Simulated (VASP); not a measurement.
# SiC (Moissanite) (P6_3mc) in VASP: further runs

Runs on SiC (Moissanite). Level: PBE. Tasks: single point.

Program: VASP 6.6.1. These are calculated values, not measurements. Logs are shortened: lines on timing, memory, paths and dates and some standing lists are left out, and cuts for length are marked.

## 1. The cell of the first run

It takes space group P6_3mc (No. 186, hexagonal). Conventional cell: a = 3.076 Å, b = 3.076 Å, c = 5.048 Å, α = 90.00°, β = 90.00°, γ = 120.00°. Within 2.5 Å of Si (site symmetry 3m) lie 4 C at 1.87 to 1.94 Å. Within 2.5 Å of C (site symmetry 3m) lie 4 Si at 1.87 to 1.94 Å.

## 2. Single point, PBE

File INCAR:

```
  ALGO = Normal
  EDIFF = 1E-6
  ENCUT = 520
  GGA = PE
  ISIF = 2
  ISMEAR = -1
  LASPH = T
  LCHARG = F
  LREAL = F
  LWAVE = F
  NBANDS = 16
  NELM = 60
  PREC = Accurate
  SIGMA = 0.05
```

File KPOINTS:

```
k-points
0
Gamma
  3 3 2
```

File POSCAR:

```
SiC
1.0
    3.0760000000      0.0000000000      0.0000000000
   -1.5380000000      2.6638940000      0.0000000000
    0.0000000000      0.0000000000      5.0480000000
Si C
2 2
Direct
    0.3333333333      0.6666666667      0.0000000000
    0.6666666667      0.3333333333      0.5000000000
    0.3333333333      0.6666666667      0.3850000000
    0.6666666667      0.3333333333      0.8850000000
```

Potentials or basis: VASP PAW PBE potentials, release 64 (Si, C).

The run is started by

```sh
cat potpaw_PBE.64/Si/POTCAR potpaw_PBE.64/C/POTCAR > POTCAR
mpirun -np 1 vasp_std > vasp.out
```

OUTCAR:

```text
EDIFF = 1E-6
   ENCUT = 520
   GGA = PE
   ISIF = 2
   ISMEAR = -1
   LASPH = T
   LREAL = F
   NELM = 60
   PREC = Accurate

 ion  position               nearest neighbor table
   1  0.333  0.667  0.000-   4 1.87   4 1.87   4 1.87   3 1.94   2 3.09   2 3.09   2 3.09   2 3.09
                             2 3.09   2 3.09
   2  0.667  0.333  0.500-   3 1.87   3 1.87   3 1.87   4 1.94   1 3.09   1 3.09   1 3.09   1 3.09
                             1 3.09   1 3.09
   3  0.333  0.667  0.385-   2 1.87   2 1.87   2 1.87   1 1.94
   4  0.667  0.333  0.885-   1 1.87   1 1.87   1 1.87   2 1.94

  LATTYP: Found a hexagonal cell.
 ALAT       =     3.0760000000
 C/A-ratio  =     1.6410923277

  Lattice vectors:

 A1 = (   3.0760000000,   0.0000000000,   0.0000000000)
 A2 = (  -1.5380000000,   2.6638940000,   0.0000000000)
 A3 = (   0.0000000000,   0.0000000000,   5.0480000000)

Analysis of symmetry for initial positions (statically):
=====================================================================
 Subroutine PRICEL returns:
 Original cell was already a primitive cell.

 Routine SETGRP: Setting up the symmetry group for a
 hexagonal supercell.

 Subroutine GETGRP returns: Found 12 space group operations
 (whereof  6 operations were pure point group operations)
 out of a pool of 24 trial point group operations.

The static configuration has the point symmetry C_3v.
 The point group associated with its full space group is C_6v.

Analysis of symmetry for dynamics (positions and initial velocities):
=====================================================================
 Subroutine PRICEL returns:
 Original cell was already a primitive cell.

 Routine SETGRP: Setting up the symmetry group for a
 hexagonal supercell.

 Subroutine GETGRP returns: Found 12 space group operations
 (whereof  6 operations were pure point group operations)
 out of a pool of 24 trial point group operations.

The dynamic configuration has the point symmetry C_3v.
 The point group associated with its full space group is C_6v.

 Subroutine INISYM returns: Found 12 space group operations
 (whereof  6 operations are pure point group operations),
 and found     1 'primitive' translations

----------------------------------------------------------------------------------------

                                     Primitive cell

  volume of cell :      41.3640

  direct lattice vectors                    reciprocal lattice vectors
     3.076000000  0.000000000  0.000000000     0.325097529  0.187695156  0.000000000
    -1.538000000  2.663894000  0.000000000     0.000000000  0.375390312  0.000000000
     0.000000000  0.000000000  5.048000000     0.000000000  0.000000000  0.198098257

  length of vectors
     3.076000000  3.075999877  5.048000000     0.375390297  0.375390312  0.198098257

  position of ions in fractional coordinates (direct lattice)
     0.333333333  0.666666667  0.000000000
     0.666666667  0.333333333  0.500000000
     0.333333333  0.666666667  0.385000000
     0.666666667  0.333333333  0.885000000

  ion indices of the primitive-cell ions
   primitive index   ion index
                 1           1
                 2           2
                 3           3
                 4           4

----------------------------------------------------------------------------------------

 KPOINTS: k-points

Automatic generation of k-mesh.
 Grid dimensions read from file:
 generate k-points for:    3    3    2

 Generating k-lattice:

  Cartesian coordinates                     Fractional coordinates (reciprocal lattice)
     0.108365843  0.062565052  0.000000000     0.333333333  0.000000000  0.000000000
     0.000000000  0.125130104  0.000000000     0.000000000  0.333333333  0.000000000
     0.000000000  0.000000000  0.099049128     0.000000000  0.000000000  0.500000000

  Length of vectors
     0.125130099  0.125130104  0.099049128

  Shift w.r.t. Gamma in fractional coordinates (k-lattice)
     0.000000000  0.000000000  0.000000000

 Subroutine IBZKPT returns following result:
 ===========================================

 Found      6 irreducible k-points:

 Following reciprocal coordinates:
            Coordinates               Weight
  0.000000  0.000000  0.000000      1.000000
  0.333333  0.000000  0.000000      6.000000
  0.333333  0.333333  0.000000      2.000000
  0.000000  0.000000  0.500000      1.000000
  0.333333  0.000000  0.500000      6.000000
  0.333333  0.333333  0.500000      2.000000
   k-points           NKPTS =      6   k-points in BZ     NKDIM =      6   number of bands    NBANDS=     16
   number of dos      NEDOS =    301   number of ions     NIONS =      4
   total plane-waves  NPLWV =  23040
   dimension x,y,z NGX =    24 NGY =   24 NGZ =   40
   dimension x,y,z NGXF=    48 NGYF=   48 NGZF=   80
   ions per type =               2   2
   NGX,Y,Z   is equivalent  to a cutoff of  12.97, 12.97, 13.17 a.u.
   NGXF,Y,Z  is equivalent  to a cutoff of  25.94, 25.94, 26.35 a.u.
 SYSTEM =  unknown system
   PREC   = accura    normal or accurate (medium, high low for compatibility)
   ISTART =      0    job   : 0-new  1-cont  2-samecut
   ICHARG =      2    charge: 1-file 2-atom 10-const
   ISPIN  =      1    spin polarized calculation?
   LNONCOLLINEAR =      F non collinear calculations
   LSORBIT =      F    spin-orbit coupling
   LASPH  =      T    aspherical Exc in radial PAW
   ENCUT  =  520.0 eV  38.22 Ry    6.18 a.u.   5.72  5.72  9.39*2*pi/ulx,y,z
   NELM   =     60;   NELMIN=  2; NELMDL= -5     # of ELM steps
   EDIFF  = 0.1E-05   stopping-criterion for ELM
   LREAL  =      F    real-space projection
   EDIFFG = 0.1E-04   stopping-criterion for IOM
   NSW    =      0    number of steps for IOM
   IBRION =     -1    ionic relax: 0-MD 1-quasi-New 2-CG
   NFREE  =      0    steps in history (QN), initial steepest desc. (CG)
   ISIF   =      2    stress and relaxation
   ISYM   =      2    0-nonsym 1-usesym 2-fastsym
   POTIM  = 0.5000    time-step for ionic-motion
   TEBEG  =    0.0;   TEEND  =   0.0 temperature during run
   PSTRESS=    0.0 pullay stress
   NELECT =      16.0000    total number of electrons
   NUPDOWN=      -1.0000    fix difference up-down
   EMIN   =  10.00;   EMAX   =-10.00  energy-range for DOS
   EFERMI =   0.00;   METHOD = LEGACY
   ISMEAR =    -1;   SIGMA  =   0.05  broadening in eV -4-tet -1-fermi 0-gaus
   EFERMI_NEDOS =   21; number of points for ismear=-14 and -15
   IALGO  =     38    algorithm
   IMIX   =      4    mixing-type and parameters
     AMIX     =   0.40;   BMIX     =  1.00
     AMIX_MAG =   1.60;   BMIX_MAG =  1.00
  volume/ion in A,a.u.               =      10.34        69.78
  Fermi-wavevector in a.u.,A,eV,Ry     =   1.192817  2.254098 19.358550  1.422813
  Thomas-Fermi vector in A             =   2.328847
   LORBIT       =      0    0 simple, 1 ext, 2 COOP (PROOUT), +10 PAW based schemes
   GGA     = PE    functional components
   LHFCALC =     F    Hartree Fock is set to
   AEXX    =    0.0000 exact exchange contribution
   IVDW    =     0    specifies the selected vdW correction
   LEPSILON=     F    determine dielectric tensor
   LRPA    =     F    only Hartree local field effects (RPA)
 non-spin polarized calculation
  energy-cutoff  :      520.00
  volume of cell :       41.36
 maximum number of plane-waves:      1116
 NGX is ok and might be reduce to    24
   NGX = 11   NGY = 11   NGZ = 19

 number of electron      16.0000000 magnetization

 Free energy of the ion-electron system (eV)
  ---------------------------------------------------
  ext. energy  EPLUGINS =         0.00000000
  ---------------------------------------------------
  free energy    TOTEN  =       -29.57788884 eV

  energy without entropy =      -29.57788884  energy(sigma->0) =      -29.57788884

 E-fermi :   9.6275     XC(G=0): -11.3257

 val. band max:        8.4892331298   @ k =   0.0000   0.0000   0.0000
 cond. band min:      10.7462227769   @ k =   0.3333   0.3333   0.0000
 fundamental gap:      2.2569896472
 Fermi energy:         9.6275325169

 k-point     1 :       0.0000    0.0000    0.0000
  band No.  band energies     occupation
      1      -7.2696      2.00000
      2      -3.7516      2.00000
      3      -0.2488      2.00000
      4       6.9270      2.00000
      5       6.9270      2.00000
      6       8.2197      2.00000
      7       8.2197      2.00000
      8       8.4892      2.00000
      9      13.0703      0.00000
     10      14.4960      0.00000
     11      14.9252      0.00000
     12      14.9252      0.00000
     13      15.9876      0.00000
     14      17.1318      0.00000
     15      17.1318      0.00000
     16      19.8274      0.00000

 k-point     2 :       0.3333    0.0000    0.0000
  band No.  band energies     occupation
      1      -5.4135      2.00000
      2      -2.3560      2.00000
      3       0.9420      2.00000
      4       2.0902      2.00000
      5       3.8470      2.00000
      6       5.2958      2.00000
      7       6.7029      2.00000
      8       7.2855      2.00000
      9      11.6245      0.00000
     10      13.2723      0.00000
     11      15.4639      0.00000
     12      15.9453      0.00000
     13      16.7520      0.00000
     14      18.1226      0.00000
     15      19.1262      0.00000
     16      20.2651      0.00000

 k-point     3 :       0.3333    0.3333    0.0000
  band No.  band energies     occupation
      1      -2.7388      2.00000
      2      -2.7388      2.00000
      3       1.5174      2.00000
      4       1.9601      2.00000
      5       1.9601      2.00000
      6       4.3493      2.00000
      7       4.4204      2.00000
      8       4.4204      2.00000
      9      10.7462      0.00000
     10      16.4445      0.00000
     11      17.0957      0.00000
     12      17.0957      0.00000
     13      17.8655      0.00000
     14      17.8655      0.00000
     15      19.9315      0.00000
     16      19.9315      0.00000

 k-point     4 :       0.0000    0.0000    0.5000
  band No.  band energies     occupation
      1      -6.0787      2.00000
      2      -6.0787      2.00000
      3       4.0097      2.00000
      4       4.0097      2.00000
      5       7.5224      2.00000
      6       7.5224      2.00000
      7       7.5224      2.00000
      8       7.5224      2.00000
      9      14.1533      0.00000
     10      14.1533      0.00000
     11      15.5923      0.00000
     12      15.5923      0.00000
     13      15.5923      0.00000
     14      15.5923      0.00000
     15      17.5323      0.00000
     16      17.5323      0.00000

 k-point     5 :       0.3333    0.0000    0.5000
  band No.  band energies     occupation
      1      -4.3015      2.00000
      2      -4.3015      2.00000
      3       1.9068      2.00000
      4       1.9068      2.00000
      5       5.6459      2.00000
      6       5.6459      2.00000
      7       6.1297      2.00000
      8       6.1297      2.00000
      9      12.1322      0.00000
     10      12.1322      0.00000
     11      14.5963      0.00000
     12      14.5963      0.00000
     13      18.5904      0.00000
     14      18.5904      0.00000
     15      19.6198      0.00000
     16      19.6198      0.00000

 k-point     6 :       0.3333    0.3333    0.5000
  band No.  band energies     occupation
      1      -2.4334      2.00000
      2      -2.4334      2.00000
      3       0.5118      2.00000
      4       0.5118      2.00000
      5       2.5982      2.00000
      6       2.5982      2.00000
      7       6.7272      2.00000
      8       6.7272      2.00000
      9      13.2489      0.00000
     10      13.2489      0.00000
     11      14.4165      0.00000
     12      14.4165      0.00000
     13      18.7094      0.00000
     14      18.7094      0.00000
     15      19.8446      0.00000
     16      19.8446      0.00000

------------------------ aborting loop because EDIFF is reached ----------------------------------------

  FORCE on cell =-STRESS in cart. coord.  units (eV):
  Direction    XX          YY          ZZ          XY          YZ          ZX
  --------------------------------------------------------------------------------------
  -------------------------------------------------------------------------------------
  Total        1.7799289      1.7799287     -0.2171241      0.0000000      0.0000000      0.0000000
  in kB       68.9430718     68.9430644     -8.4100002      0.0000000      0.0000000      0.0000000
  external PRESSURE =      43.1587120 kB  Pullay stress =       0.0000000 kB

 VOLUME and BASIS-vectors are now :
 -----------------------------------------------------------------------------
  energy-cutoff  :      520.00
  volume of cell :       41.36
      direct lattice vectors                 reciprocal lattice vectors
     3.076000000  0.000000000  0.000000000     0.325097529  0.187695156  0.000000000
    -1.538000000  2.663894000  0.000000000     0.000000000  0.375390312  0.000000000
     0.000000000  0.000000000  5.048000000     0.000000000  0.000000000  0.198098257

 POSITION                                       TOTAL-FORCE (eV/Angst)
 -----------------------------------------------------------------------------------
     -0.00000      1.77593      0.00000        -0.000000     -0.000000      0.584783
      1.53800      0.88796      2.52400         0.000000      0.000000      0.584783
     -0.00000      1.77593      1.94348        -0.000000      0.000000     -0.584783
      1.53800      0.88796      4.46748         0.000000     -0.000000     -0.584783
 -----------------------------------------------------------------------------------
    total drift:                               -0.000000      0.000000     -0.000313

  FREE ENERGIE OF THE ION-ELECTRON SYSTEM (eV)
  ---------------------------------------------------
  free  energy   TOTEN  =       -29.5778888415 eV

  energy  without entropy=      -29.5778888415  energy(sigma->0) =      -29.57788884
```

Wall time 8.9 s (1 thread of Intel Xeon 8259CL, shared host); peak memory 0.15 GiB.

Results:

| Item | Value |
| --- | --- |
| Free energy | -29.5779 eV |
| Pressure | 4.3 GPa |
| Largest force | 0.585 eV/Å |
| Band gap on the k mesh | 2.26 eV, indirect (least direct gap 4.34 eV) |

Forces in eV/Å, atoms in the order of the input:
```
Si   0.000  0.000  0.585
Si   0.000  0.000  0.585
C    0.000  0.000 -0.585
C    0.000  0.000 -0.585
```

Levels at points of the mesh, in eV from the valence-band top:
| k point | band 4 | band 5 | band 6 | band 7 | band 8 | band 9 | band 10 | band 11 | band 12 | band 13 |
| --- | --- | --- | --- | --- | --- | --- | --- | --- | --- | --- |
| (0.00, 0.00, 0.00) | -1.56 | -1.56 | -0.27 | -0.27 | 0.00 | 4.58 | 6.01 | 6.44 | 6.44 | 7.50 |
| (0.00, 0.00, 0.50) | -4.48 | -0.97 | -0.97 | -0.97 | -0.97 | 5.66 | 5.66 | 7.10 | 7.10 | 7.10 |

Caveat: the k points lie up to 0.79 Å⁻¹ apart.

(Part 1 of 2 ends here.)
